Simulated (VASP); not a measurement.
# ZnSe (F-43m) in VASP: vibrations by perturbation theory with PBE

Aim: the vibrations by perturbation theory of ZnSe with PBE.

Everything below comes from runs of VASP 6.6.1. Logs are shortened: lines on timing, memory, paths and dates and some standing lists are left out, and cuts for length are marked.

**1. The cell of the first run**

Symmetry: F-43m, No. 216, cubic system. The conventional cell has a = 5.700 Å, b = 5.700 Å, c = 5.700 Å, α = 90.00°, β = 90.00°, γ = 90.00°. Within 3.3 Å of Zn (site symmetry -43m) lie 4 Se at 2.47 Å. Within 3.3 Å of Se (site symmetry -43m) lie 4 Zn at 2.47 Å.

**2. Vibrations by perturbation theory, PBE**

File INCAR:

```
  PREC = Accurate
  ENCUT = 520
  EDIFF = 1E-8
  ISMEAR = 0
  SIGMA = 0.01
  LREAL = F
  LASPH = T
  NELM = 100
  ALGO = Normal
  ISIF = 2
  LWAVE = F
  LCHARG = F
  GGA = PE
  IBRION = 8
  NSW = 1
  LEPSILON = T
```

File KPOINTS:

```
Automatic mesh
0
Gamma
  8 8 8
```

File POSCAR:

```
ZnSe
1.0
    0.0000000000      2.8501561714      2.8501561714
    2.8501561714      0.0000000000      2.8501561714
    2.8501561714      2.8501561714      0.0000000000
Zn Se
1 1
Direct
    0.0000000000      0.0000000000      0.0000000000
    0.7500000000      0.7500000000      0.7500000000
```

Potentials or basis: VASP PAW PBE potentials, release 64 (Zn, Se).

The run is started by

```console
cat potpaw_PBE.64/Zn/POTCAR potpaw_PBE.64/Se/POTCAR > POTCAR
mpirun -np 1 vasp_std > vasp.out
```

OUTCAR:

```text
PREC = Accurate
   ENCUT = 520
   EDIFF = 1E-8
   ISMEAR = 0
   LREAL = F
   LASPH = T
   NELM = 100
   ISIF = 2
   GGA = PE
   IBRION = 8
   NSW = 1
   LEPSILON = T

 ion  position               nearest neighbor table
   1  0.000  0.000  0.000-   2 2.47   2 2.47   2 2.47   2 2.47
   2  0.750  0.750  0.750-   1 2.47   1 2.47   1 2.47   1 2.47

  LATTYP: Found a face centered cubic cell.
 ALAT       =     5.7003123428

  Lattice vectors:

 A1 = (   0.0000000000,   2.8501561714,   2.8501561714)
 A2 = (   2.8501561714,   0.0000000000,   2.8501561714)
 A3 = (   2.8501561714,   2.8501561714,   0.0000000000)

Analysis of symmetry for initial positions (statically):
=====================================================================
 Subroutine PRICEL returns:
 Original cell was already a primitive cell.

 Routine SETGRP: Setting up the symmetry group for a
 face centered cubic supercell.

 Subroutine GETGRP returns: Found 24 space group operations
 (whereof 24 operations were pure point group operations)
 out of a pool of 48 trial point group operations.

The static configuration has the point symmetry T_d .

Analysis of symmetry for dynamics (positions and initial velocities):
=====================================================================
 Subroutine PRICEL returns:
 Original cell was already a primitive cell.

 Routine SETGRP: Setting up the symmetry group for a
 face centered cubic supercell.

 Subroutine GETGRP returns: Found 24 space group operations
 (whereof 24 operations were pure point group operations)
 out of a pool of 48 trial point group operations.

The dynamic configuration has the point symmetry T_d .

 Subroutine INISYM returns: Found 24 space group operations
 (whereof 24 operations are pure point group operations),
 and found     1 'primitive' translations

----------------------------------------------------------------------------------------

                                     Primitive cell

  volume of cell :      46.3059

  direct lattice vectors                    reciprocal lattice vectors
     0.000000000  2.850156171  2.850156171    -0.175428984  0.175428984  0.175428984
     2.850156171  0.000000000  2.850156171     0.175428984 -0.175428984  0.175428984
     2.850156171  2.850156171  0.000000000     0.175428984  0.175428984 -0.175428984

  length of vectors
     4.030729512  4.030729512  4.030729512     0.303851913  0.303851913  0.303851913

  position of ions in fractional coordinates (direct lattice)
     0.000000000  0.000000000  0.000000000
     0.750000000  0.750000000  0.750000000

  ion indices of the primitive-cell ions
   primitive index   ion index
                 1           1
                 2           2

----------------------------------------------------------------------------------------

 KPOINTS: Automatic mesh

Automatic generation of k-mesh.
 Grid dimensions read from file:
 generate k-points for:    8    8    8

 Generating k-lattice:

  Cartesian coordinates                     Fractional coordinates (reciprocal lattice)
    -0.021928623  0.021928623  0.021928623     0.125000000  0.000000000  0.000000000
[... 534 lines left out ...]
  ---------------------------------------------------
  free energy    TOTEN  =        -0.95816826 eV

  energy without entropy =       -0.95816826

------------------------ aborting loop because EDIFF is reached ----------------------------------------

--------------------------------------- Ionic step        2  -------------------------------------------

------------------------ aborting loop because EDIFF is reached ----------------------------------------

--------------------------------------- Ionic step        3  -------------------------------------------

------------------------ aborting loop because EDIFF is reached ----------------------------------------

 PIEZOELECTRIC TENSOR FIELD DIRECTION 3  (e Angst)
 -----------------------------------------------------------------------------
    -0.00074  2.08243  0.00000           (  0.00000 -0.03539  0.00000)
     2.08243 -0.00074  0.00000           ( -0.03539  0.00000  0.00000)
     0.00000  0.00000 -0.00029           (  0.00000  0.00000 -0.00000)

 PIEZOELECTRIC TENSOR FIELD DIRECTION 3  (C/m^2)
 -----------------------------------------------------------------------------
    -0.00026  0.72052  0.00000
     0.72052 -0.00026  0.00000
     0.00000  0.00000 -0.00010

--------------------------------------- Ionic step        4  -------------------------------------------

------------------------ aborting loop because EDIFF is reached ----------------------------------------

[... ionic steps 5 to 6 ...]

--------------------------------------- Ionic step        7  -------------------------------------------

 Free energy of the ion-electron system (eV)
  ---------------------------------------------------
  ---------------------------------------------------
  free energy    TOTEN  =        -0.08266146 eV

  energy without entropy =       -0.08266146

------------------------ aborting loop because EDIFF is reached ----------------------------------------

 INTERNAL STRAIN TENSOR  FOR ION    2  DIRECTION 1   (eV/Angst):
 -----------------------------------------------------------------------------
    -0.01496  0.00000  0.00000
     0.00000  0.01267  5.07014
     0.00000  5.07014  0.01267

 MACROSCOPIC STATIC DIELECTRIC TENSOR (including local field effects in DFT)
 ------------------------------------------------------
           7.905728     0.000000    -0.000000
           0.000000     7.905728     0.000000
          -0.000000     0.000000     7.905728
 ------------------------------------------------------

 PIEZOELECTRIC TENSOR (including local field effects)  for field in x, y, z        (e  Angst)
          XX          YY          ZZ          XY          YZ          ZX
  --------------------------------------------------------------------------------
  x    -0.00000     0.00000     0.00000     0.00000     2.09797    -0.00000
  y     0.00000    -0.00000     0.00000    -0.00000     0.00000     2.09797
  z    -0.00000    -0.00000     0.00000     2.09797    -0.00000     0.00000

 PIEZOELECTRIC TENSOR (including local field effects)  for field in x, y, z        (C/m^2)
          XX          YY          ZZ          XY          YZ          ZX
  --------------------------------------------------------------------------------
  x    -0.00000     0.00000     0.00000     0.00000     0.72590    -0.00000
  y     0.00000    -0.00000     0.00000    -0.00000     0.00000     0.72590
  z    -0.00000    -0.00000     0.00000     0.72590    -0.00000     0.00000

 BORN EFFECTIVE CHARGES (including local field effects) (in |e|, cummulative output)
 ---------------------------------------------------------------------------------
 ion    1
    1     2.11567     0.00000     0.00000
    2     0.00000     2.11567     0.00000
    3    -0.00000     0.00000     2.11567
 ion    2
    1    -2.11567    -0.00000    -0.00000
    2    -0.00000    -2.11567    -0.00000
    3     0.00000     0.00000    -2.11567

 INTERNAL STRAIN TENSOR FOR ION    2 for displacements in x,y,z  (eV/Angst):
          X           Y           Z          XY          YZ          ZX
  --------------------------------------------------------------------------------
  x    -0.00000     0.00000     0.00000     0.00000     5.07014     0.00000
  y     0.00000    -0.00000     0.00000     0.00000     0.00000     5.07014
  z     0.00000     0.00000    -0.00000     5.07014     0.00000     0.00000

 SECOND DERIVATIVES (NOT SYMMETRIZED)
 ------------------------------------
               1X          1Y          1Z          2X          2Y          2Z
  1X    -5.466401    0.000000    0.000000    5.466401    0.000000    0.000000
  1Y     0.000000   -5.466401    0.000000    0.000000    5.466401    0.000000
  1Z     0.000000    0.000000   -5.466401    0.000000    0.000000    5.466401
  2X     5.378524    0.000000    0.000000   -5.378524    0.000000    0.000000
  2Y     0.000000    5.378524    0.000000    0.000000   -5.378524    0.000000
  2Z     0.000000    0.000000    5.378524    0.000000    0.000000   -5.378524

 Eigenvectors and eigenvalues of the dynamical matrix
 ----------------------------------------------------

   1 f  =    6.089295 THz    38.260170 2PiTHz  203.117025 cm-1    25.183290 meV
             X         Y         Z           dx          dy          dz
      0.000000  0.000000  0.000000     0.742304   -0.000000    0.000000
      4.275234  4.275234  4.275234    -0.670064    0.000000    0.000000
[... 21 lines left out ...]
   6 f/i=    0.024543 THz     0.154207 2PiTHz    0.818658 cm-1     0.101501 meV
             X         Y         Z           dx          dy          dz
      0.000000  0.000000  0.000000     0.178788   -0.268155   -0.587463
      4.275234  4.275234  4.275234     0.198064   -0.297065   -0.650798

--------------------------------------------------------------------------------------------------------

 MACROSCOPIC STATIC DIELECTRIC TENSOR IONIC CONTRIBUTION
 ------------------------------------------------------
           3.225630     0.000000    -0.000000
           0.000000     3.225630     0.000000
          -0.000000     0.000000     3.225630
 ------------------------------------------------------

 ELASTIC MODULI CONTR FROM IONIC RELAXATION (kBar)
 Direction    XX          YY          ZZ          XY          YZ          ZX
 --------------------------------------------------------------------------------
 XX          -0.0000     -0.0000      0.0000     -0.0000      0.0000     -0.0000
 YY          -0.0000     -0.0000     -0.0000     -0.0000     -0.0000      0.0000
 ZZ           0.0000     -0.0000     -0.0000      0.0000     -0.0000     -0.0000
 XY          -0.0000     -0.0000      0.0000   -164.5315      0.0000      0.0000
 YZ           0.0000     -0.0000     -0.0000      0.0000   -164.5315      0.0000
 ZX          -0.0000      0.0000     -0.0000      0.0000      0.0000   -164.5315
 --------------------------------------------------------------------------------

 PIEZOELECTRIC TENSOR IONIC CONTR  for field in x, y, z        (C/m^2)
          XX          YY          ZZ          XY          YZ          ZX
  --------------------------------------------------------------------------------
  x     0.00000    -0.00000    -0.00000    -0.00000    -0.68549    -0.00000
  y    -0.00000     0.00000    -0.00000    -0.00000    -0.00000    -0.68549
  z    -0.00000    -0.00000     0.00000    -0.68549     0.00000     0.00000
```

Wall time 7.1 min (1 thread of Intel Xeon Platinum 8488C (Sapphire Rapids), shared host); peak memory 0.31 GiB.

Results:

```yaml
Electronic_dielectric_tensor_diagonal: 7.91
Born_charges_mean_of_the_diagonal: Zn +2.12; Se -2.12 e
Highest_phonon_frequency_at_Γ_LO-TO_splitting_left_out: 203 cm⁻¹
```

Phonon frequencies in cm⁻¹ (negative: imaginary):
| q point | frequencies |
| --- | --- |
| (0.000, 0.000, 0.000) | -1 -1 -1 203 203 203 |

Electronic dielectric tensor:
```
7.91 0.00 0.00
0.00 7.91 0.00
0.00 0.00 7.91
```

Born effective charge tensors (e):
atom 1, Zn
```
2.12 0.00 0.00
0.00 2.12 0.00
0.00 0.00 2.12
```
atom 2, Se
```
-2.12  0.00  0.00
 0.00 -2.12  0.00
 0.00  0.00 -2.12
```

Caveat: the cell stands under pressure or tension, which shifts response properties.
